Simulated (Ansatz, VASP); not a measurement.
## Mo3H: VASP beside Ansatz

```
Mo H
1.0
     2.73705    0.00000    0.00000
    -0.91235    2.58051    0.00000
     0.00000    0.00000   21.30824
Mo H
3 1
Direct
  0.50000 0.50000 0.18772
  0.00000 0.00000 0.28882
  0.50000 0.50000 0.38991
  0.83333 0.83333 0.50301
```

Alike in both runs: task single point; functional PBE; k mesh 10 × 10 × 1; occupations gaussian, width 0.1 eV; collinear spin.

|  | VASP | Ansatz |
| --- | --- | --- |
| version | VASP 6.6.1 | Ansatz 0.2.0 |
| potentials or method | VASP PAW PBE potentials, release 64 (Mo_sv, H), cutoff 520 eV | scalar-relativistic, plane waves, PAW |
| valence electrons in the cell | 43 | 43 |

|  | VASP | Ansatz | Ansatz less VASP |
| --- | --- | --- | --- |
| gap on the k mesh at the Fermi level (eV) | none | none | - |
| rms of the force components (eV/Å) | 0.738 | 0.733 | -0.0049 |
| net moment per atom (μB) | 0.00 | 0.00 | 0.000 |
| work function, face that differs most (eV) | 4.62 | 4.62 | +0.003 |

Atom by atom the forces differ by 0.010 eV/Å (rms over components). A gap of «none» marks a metal or a gap that the smearing closes. Ansatz's warnings: seeded moment not kept.
